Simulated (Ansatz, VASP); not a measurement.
**Two plane-wave programs on C**

File INCAR:

```
SYSTEM = C
AGGAC = 1.0 ; AGGAX = 1.0
ALDAC = 0.0 ; ALDAX = 1.0
ALGO = Normal ; EDIFF = 1E-7
ENCUT = 520 ; GGA = B5
ISIF = 2 ; ISMEAR = -1
LASPH = .True. ; LCHARG = .False.
LREAL = .False. ; LWAVE = .False.
NBANDS = 16 ; NELM = 60
PREC = Accurate ; SIGMA = 0.1
```

Contents of KPOINTS:

```
k-points
0
Gamma
  22 22 2
  0 0 0
```

POSCAR

```
C
1.0
    1.8037670933      0.0000000000      0.0000000000
   -0.9018835467      1.5621081254      0.0000000000
    0.0000000000      0.0000000000     19.0444308551
C
4
Direct
    0.0000000000      1.0000000000      1.0000000000
    0.0000000000      1.0000000000      0.5000000000
    0.3333333333      0.6666666667      0.2500000000
    0.6666666667      0.3333333333      0.7500000000
```

Input for Ansatz:

```yaml
crystal:
  lattice:
    - [1.8037670933, 0.0, 0.0]
    - [-0.9018835467, 1.5621081254, 0.0]
    - [0.0, 0.0, 19.0444308551]
  atoms:
    - { symbol: C, position: [0.0, 1.0, 1.0] }
    - { symbol: C, position: [0.0, 1.0, 0.5] }
    - { symbol: C, position: [0.3333333333, 0.6666666667, 0.25] }
    - { symbol: C, position: [0.6666666667, 0.3333333333, 0.75] }
hamiltonian:
  xc: blyp
  pseudopotentials:
    kind: paw
    azcp:
      C: "pseudopotentials/C.paw.azcp"
basis:
  ecutwfc: 420
  fft_grid_basis: typed
kpoints:
  mp_grid: { grid: [22, 22, 2], shift: [0, 0, 0] }
magnetization:
  spin_polarized: false
scf:
  occupations: { method: fermi_dirac, width: 0.1 }
  lower_state_search: "off"
output:
  stress: true
```

Alike in both runs: task single point; functional BLYP; k mesh 22 × 22 × 2; occupations fermi-dirac, width 0.1 eV; no spin polarisation.

```csv
,VASP,Ansatz
version,VASP 6.6.1,Ansatz 0.2.0
potentials or method,"VASP PAW PBE potentials, release 64 (C), cutoff 520 eV","plane waves (420 eV) with PAW, scalar-relativistic"
valence electrons in the cell,16,16
```

VASP gave:

* pressure (GPa): -0.8
* traceless stress, the component that is largest in VASP (GPa): 0.96

Task: Which values does Ansatz return?

Result: Pressure (GPa): -0.7; traceless stress, the component that is largest in VASP (GPa): 0.92.

VASP's potentials were made for PBE, not for BLYP.
